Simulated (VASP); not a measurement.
TiN (Osbornite), 2 atoms in the cell. The structure is cubic, space group Fm-3m (No. 225). Conventional cell: a = 4.262 Å, b = 4.262 Å, c = 4.262 Å, α = 90.00°, β = 90.00°, γ = 90.00°. Ti (site symmetry m-3m) has 6 N at 2.13 Å within 2.8 Å. Within 2.8 Å of N (site symmetry m-3m) lie 6 Ti at 2.13 Å. 

| Property | Result |
| --- | --- |
| Program | VASP 6.6.1 |
| Task | relaxation of the atoms |
| Functional | r2SCAN |
| Potentials or basis | VASP PAW PBE potentials, release 64 (Ti_sv, N) |
| Cutoff | 520 eV |
| k mesh | 14 × 14 × 14 |
| Occupations | fermi-dirac, width 0.1 eV |
| Spin | no spin polarisation |
| Dipole correction | no |
| Further INCAR settings | ALGO = Normal; EDIFF = 1e-06; IBRION = 2; EDIFFG = -0.01; NSW = 50 |

Potentials or basis: VASP PAW PBE potentials, release 64 (Ti_sv, N).

Run with:

```sh
$ cat potpaw_PBE.64/Ti_sv/POTCAR potpaw_PBE.64/N/POTCAR > POTCAR
$ cp INCAR.step1 INCAR
$ mpirun -np 1 vasp_std > vasp.out
$ cp INCAR.step2 INCAR
$ mpirun -np 1 vasp_std > vasp.out
```

Hardware: 1 thread of Oxide Virtual Turin-like Processor, with other jobs on the host.

Question: How long does it take, and how much memory?

Answer: Run time: 110 s on 1 thread of Oxide Virtual Turin-like Processor (shared host), peak memory 0.12 GiB. Counts: k points 104, ion steps 1.
